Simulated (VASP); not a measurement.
Se: single point with LDA

Se:

```
CELL_PARAMETERS angstrom
0.00000 2.81476 2.81476
2.81476 0.00000 2.81476
2.81476 2.81476 0.00000
ATOMIC_POSITIONS crystal
Se 0.87500 0.87500 0.87500
Se 0.12500 0.12500 0.12500
```

This cell differs from its parent crystal: volume scaled by 0.76.

```yaml
Program: VASP 6.6.1
Task: single point
Functional: LDA
Potentials_or_basis: VASP PAW LDA potentials, release 64 (Se)
Cutoff: 520 eV
k_mesh: 11 × 11 × 11
Occupations: fermi-dirac, width 0.08 eV
Spin: no spin polarisation
Dipole_correction: no
Further_INCAR_settings: ALGO = Normal; EDIFF = 1e-07; NBANDS = 13
```

```json
{
 "Pressure": "22.7 GPa",
 "Band gap on the k mesh": "zero (band 6 reaches 6.14 eV, above the bottom of band 7 at 4.19 eV)"
}
```

Levels at points of the mesh, in eV from the Fermi level:
```
           k point  band 2  band 3  band 4  band 5  band 6  band 7  band 8  band 9  band 10  band 11
(0.00, 0.00, 0.00)   -8.88   -4.69   -4.69   -4.69   -1.33   -1.33   -1.33    4.11     7.28     7.28
```

Run time: 11 s on 1 thread of Intel(R) Xeon(R) 6975P-C (Granite Rapids), on a shared host, peak memory 0.15 GiB.
